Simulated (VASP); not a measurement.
# SrO (Fm-3m) in VASP: a series of runs

Runs on SrO. Level: PBEsol. Tasks: single point.

Everything below comes from runs of VASP 6.6.1. Logs are shortened: lines on timing, memory, paths and dates and some standing lists are left out, and cuts for length are marked.

## 1. The cell of the first run

Symmetry: Fm-3m, No. 225, cubic system. The conventional cell has a = 5.042 Å, b = 5.042 Å, c = 5.042 Å, α = 90.00°, β = 90.00°, γ = 90.00°. Within 3.3 Å of Sr (site symmetry m-3m) lie 6 O at 2.52 Å. O (site symmetry m-3m) has 6 Sr at 2.52 Å within 3.3 Å.

## 2. Single point, PBEsol

Input file INCAR:

```
SYSTEM = SrO
ALGO = Normal
EDIFF = 1E-6
ENCUT = 520
GGA = PS
ISIF = 2
ISMEAR = -1
LASPH = .TRUE.
LCHARG = .FALSE.
LREAL = .FALSE.
LWAVE = .FALSE.
NBANDS = 15
NELM = 100
PREC = Accurate
SIGMA = 0.05
```

Input file KPOINTS:

```
k-points
0
G
  9 9 9
  0 0 0
```

Input file POSCAR:

```
SrO
1.0
    0.0000000000      2.5207557587      2.5207557587
    2.5207557587      0.0000000000      2.5207557587
    2.5207557587      2.5207557587      0.0000000000
Sr O
1 1
Direct
    0.5000000000      0.5000000000      0.5000000000
    0.0000000000      0.0000000000      0.0000000000
```

Potentials or basis: VASP PAW PBE potentials, release 64 (Sr_sv, O).

Run with:

```console
cat potpaw_PBE.64/Sr_sv/POTCAR potpaw_PBE.64/O/POTCAR > POTCAR
mpirun -np 1 vasp_std > vasp.out
```

OUTCAR:

```text
SYSTEM = SrO
   EDIFF = 1E-6
   ENCUT = 520
   GGA = PS
   ISIF = 2
   ISMEAR = -1
   LASPH = .TRUE.
   LREAL = .FALSE.
   NELM = 100
   PREC = Accurate

 ion  position               nearest neighbor table
   1  0.500  0.500  0.500-   2 2.52   2 2.52   2 2.52   2 2.52   2 2.52   2 2.52
   2  0.000  0.000  0.000-   1 2.52   1 2.52   1 2.52   1 2.52   1 2.52   1 2.52

  LATTYP: Found a face centered cubic cell.
 ALAT       =     5.0415115174

  Lattice vectors:

 A1 = (   0.0000000000,   2.5207557587,   2.5207557587)
 A2 = (   2.5207557587,   0.0000000000,   2.5207557587)
 A3 = (   2.5207557587,   2.5207557587,   0.0000000000)

Analysis of symmetry for initial positions (statically):
=====================================================================
 Subroutine PRICEL returns:
 Original cell was already a primitive cell.

 Routine SETGRP: Setting up the symmetry group for a
 face centered cubic supercell.

 Subroutine GETGRP returns: Found 48 space group operations
 (whereof 48 operations were pure point group operations)
 out of a pool of 48 trial point group operations.

The static configuration has the point symmetry O_h .

Analysis of symmetry for dynamics (positions and initial velocities):
=====================================================================
 Subroutine PRICEL returns:
 Original cell was already a primitive cell.

 Routine SETGRP: Setting up the symmetry group for a
 face centered cubic supercell.

 Subroutine GETGRP returns: Found 48 space group operations
 (whereof 48 operations were pure point group operations)
 out of a pool of 48 trial point group operations.

The dynamic configuration has the point symmetry O_h .

 Subroutine INISYM returns: Found 48 space group operations
 (whereof 48 operations are pure point group operations),
 and found     1 'primitive' translations

----------------------------------------------------------------------------------------

                                     Primitive cell

  volume of cell :      32.0348

  direct lattice vectors                    reciprocal lattice vectors
     0.000000000  2.520755759  2.520755759    -0.198353211  0.198353211  0.198353211
     2.520755759  0.000000000  2.520755759     0.198353211 -0.198353211  0.198353211
     2.520755759  2.520755759  0.000000000     0.198353211  0.198353211 -0.198353211

  length of vectors
     3.564886981  3.564886981  3.564886981     0.343557840  0.343557840  0.343557840

[... 89 lines left out ...]
   TEBEG  =    0.0;   TEEND  =   0.0 temperature during run
   PSTRESS=    0.0 pullay stress
   NELECT =      16.0000    total number of electrons
   NUPDOWN=      -1.0000    fix difference up-down
   EMIN   =  10.00;   EMAX   =-10.00  energy-range for DOS
   EFERMI =   0.00;   METHOD = LEGACY
   ISMEAR =    -1;   SIGMA  =   0.05  broadening in eV -4-tet -1-fermi 0-gaus
   EFERMI_NEDOS =   21; number of points for ismear=-14 and -15
   IALGO  =     38    algorithm
   IMIX   =      4    mixing-type and parameters
     AMIX     =   0.40;   BMIX     =  1.00
     AMIX_MAG =   1.60;   BMIX_MAG =  1.00
  volume/ion in A,a.u.               =      16.02       108.09
  Fermi-wavevector in a.u.,A,eV,Ry     =   1.298895  2.454556 22.954774  1.687128
  Thomas-Fermi vector in A             =   2.430194
   LORBIT       =      0    0 simple, 1 ext, 2 COOP (PROOUT), +10 PAW based schemes
   GGA     = PS    functional components
   LHFCALC =     F    Hartree Fock is set to
   AEXX    =    0.0000 exact exchange contribution
   IVDW    =     0    specifies the selected vdW correction
   LEPSILON=     F    determine dielectric tensor
   LRPA    =     F    only Hartree local field effects (RPA)
 non-spin polarized calculation
  energy-cutoff  :      520.00
  volume of cell :       32.03
 maximum number of plane-waves:       889
   NGX = 13   NGY = 13   NGZ = 13

 number of electron      15.9999997 magnetization

 Free energy of the ion-electron system (eV)
  ---------------------------------------------------
  ext. energy  EPLUGINS =         0.00000000
  ---------------------------------------------------
  free energy    TOTEN  =       -12.60764014 eV

  energy without entropy =      -12.60764014  energy(sigma->0) =      -12.60764014

 E-fermi :   2.8610     XC(G=0): -10.5645

 val. band max:        1.7785530174   @ k =   0.0000   0.0000   0.0000
 cond. band min:       4.9433113541   @ k =   0.4444   0.4444   0.0000
 fundamental gap:      3.1647583366
 Fermi energy:         2.8609948282

 k-point     1 :       0.0000    0.0000    0.0000
  band No.  band energies     occupation
      1     -30.2649      2.00000
      2     -13.2943      2.00000
      3     -11.8472      2.00000
      4     -11.8472      2.00000
      5     -11.8472      2.00000
      6       1.7786      2.00000
      7       1.7786      2.00000
      8       1.7786      2.00000
      9       6.0328      0.00000
     10       8.0591      0.00000
     11       8.0591      0.00000
     12       8.0591      0.00000
     13      10.3933      0.00000
     14      10.3933      0.00000
[... 401 lines left out ...]
      2     -13.5752      2.00000
      3     -12.6968      2.00000
      4     -12.2883      2.00000
      5     -12.2883      2.00000
      6       1.3305      2.00000
      7       1.7270      2.00000
      8       1.7270      2.00000
      9       4.9433      0.00000
     10       9.8753      0.00000
     11      12.2860      0.00000
     12      12.5445      0.00000
     13      13.2259      0.00000
     14      13.2259      0.00000
     15      16.6059      0.00000

 [... further k-points ...]

------------------------ aborting loop because EDIFF is reached ----------------------------------------

  FORCE on cell =-STRESS in cart. coord.  units (eV):
  Direction    XX          YY          ZZ          XY          YZ          ZX
  --------------------------------------------------------------------------------------
  -------------------------------------------------------------------------------------
  Total        1.1575207      1.1575207      1.1575207      0.0000000     -0.0000000      0.0000000
  in kB       57.8917991     57.8917991     57.8917991      0.0000000     -0.0000000      0.0000000
  external PRESSURE =      57.8917991 kB  Pullay stress =       0.0000000 kB

 VOLUME and BASIS-vectors are now :
 -----------------------------------------------------------------------------
  energy-cutoff  :      520.00
  volume of cell :       32.03
      direct lattice vectors                 reciprocal lattice vectors
     0.000000000  2.520755759  2.520755759    -0.198353211  0.198353211  0.198353211
     2.520755759  0.000000000  2.520755759     0.198353211 -0.198353211  0.198353211
     2.520755759  2.520755759  0.000000000     0.198353211  0.198353211 -0.198353211

 POSITION                                       TOTAL-FORCE (eV/Angst)
 -----------------------------------------------------------------------------------
      2.52076      2.52076      2.52076         0.000000      0.000000      0.000000
      0.00000      0.00000      0.00000        -0.000000     -0.000000     -0.000000
 -----------------------------------------------------------------------------------
    total drift:                                0.000000      0.000000      0.000000

  FREE ENERGIE OF THE ION-ELECTRON SYSTEM (eV)
  ---------------------------------------------------
  free  energy   TOTEN  =       -12.6076401411 eV

  energy  without entropy=      -12.6076401411  energy(sigma->0) =      -12.60764014
```

OSZICAR:

```text
N       E                     dE             d eps       ncg     rms          rms(c)
DAV:   1     0.584910615026E+02    0.58491E+02   -0.79671E+03  1050   0.102E+03
DAV:   2    -0.112678500742E+02   -0.69759E+02   -0.65063E+02  1443   0.216E+02
DAV:   3    -0.145352482276E+02   -0.32674E+01   -0.32554E+01  1494   0.399E+01
DAV:   4    -0.146050915765E+02   -0.69843E-01   -0.69819E-01  1269   0.438E+00
DAV:   5    -0.146055336837E+02   -0.44211E-03   -0.44210E-03  1343   0.311E-01    0.192E+01
DAV:   6    -0.127638165485E+02    0.18417E+01   -0.55564E+00  1085   0.188E+01    0.223E+01
DAV:   7    -0.126335139088E+02    0.13030E+00   -0.25508E-01  1302   0.456E+00    0.131E+01
DAV:   8    -0.126064079916E+02    0.27106E-01   -0.11470E-01  1421   0.326E+00    0.593E-01
DAV:   9    -0.126074530796E+02   -0.10451E-02   -0.53607E-03  1337   0.457E-01    0.228E-01
DAV:  10    -0.126075682805E+02   -0.11520E-03   -0.27120E-04  1176   0.162E-01    0.786E-02
DAV:  11    -0.126076320725E+02   -0.63792E-04   -0.74669E-05  1235   0.682E-02    0.241E-02
DAV:  12    -0.126076400798E+02   -0.80073E-05   -0.99505E-06  1156   0.268E-02    0.859E-03
DAV:  13    -0.126076401411E+02   -0.61327E-07   -0.72662E-07   770   0.710E-03
   1 F= -.12607640E+02 E0= -.12607640E+02  d E =-.214465E-10
```

Wall time 19 s (1 thread of Intel Xeon 6975P-C (Granite Rapids), shared host); peak memory 0.16 GiB.

What came out:

```
Free energy            : -12.6076 eV
Pressure               : 5.8 GPa
Band gap on the k mesh : 3.16 eV (least direct gap 3.22 eV)
```

Levels at points of the mesh, in eV from the valence-band top:
| k point | band 4 | band 5 | band 6 | band 7 | band 8 | band 9 | band 10 | band 11 | band 12 | band 13 |
| --- | --- | --- | --- | --- | --- | --- | --- | --- | --- | --- |
| (0.00, 0.00, 0.00) | -13.63 | -13.63 | 0.00 | 0.00 | 0.00 | 4.25 | 6.28 | 6.28 | 6.28 | 8.61 |

Caveat: the cell stands under pressure; the PAW data sets were made with another functional, which shifts forces and pressure a little; an odd mesh through Γ misses points on the zone boundary, where band edges can lie.

## 3. Single point, PBEsol

This run uses another cell than the first one, of 16.80 Å³/atom.

Input file INCAR:

```
PREC     = Accurate       # precision mode
ENCUT    = 520            # plane-wave cutoff, eV
EDIFF    = 1E-6           # SCF threshold, eV
ISMEAR   = -1             # smearing method
SIGMA    = 0.05           # smearing width, eV
LREAL    = F              # projectors in reciprocal space
LASPH    = T              # aspherical terms in the spheres
NELM     = 60             # most SCF steps
ALGO     = Normal         # electronic algorithm
ISIF     = 2              # what is computed and relaxed
LWAVE    = F              # write WAVECAR
LCHARG   = F              # write CHGCAR
GGA      = PS             # functional
NBANDS   = 15             # bands
```

Input file KPOINTS:

```
Automatic mesh
0
Gamma
  9 9 9
```

Input file POSCAR:

```
SrO
1.0
    0.0000000000      2.5612952645      2.5612952645
    2.5612952645      0.0000000000      2.5612952645
    2.5612952645      2.5612952645      0.0000000000
Sr O
1 1
Direct
    0.5000000000      0.5000000000      0.5000000000
    0.0000000000      0.0000000000      0.0000000000
```

Potentials or basis: VASP PAW PBE potentials, release 64 (Sr_sv, O).

Run with:

```console
cat potpaw_PBE.64/Sr_sv/POTCAR potpaw_PBE.64/O/POTCAR > POTCAR
mpirun -np 1 vasp_std > vasp.out
```

Wall time 21 s (1 thread of Intel Xeon 6975P-C (Granite Rapids), shared host); peak memory 0.16 GiB.

The run converged. Its results:

| Property | Result |
| --- | --- |
| Free energy | -12.6392 eV |
| Pressure | 0.6 GPa |
| Band gap on the k mesh | 3.21 eV (least direct gap 3.29 eV) |

Levels at points of the mesh, in eV from the valence-band top:
| k point | band 4 | band 5 | band 6 | band 7 | band 8 | band 9 | band 10 | band 11 | band 12 | band 13 |
| --- | --- | --- | --- | --- | --- | --- | --- | --- | --- | --- |
| (0.00, 0.00, 0.00) | -13.84 | -13.84 | 0.00 | 0.00 | 0.00 | 3.90 | 6.19 | 6.19 | 6.19 | 8.41 |

Caveat: the PAW data sets were made with another functional, which shifts forces and pressure a little; an odd mesh through Γ misses points on the zone boundary, where band edges can lie.
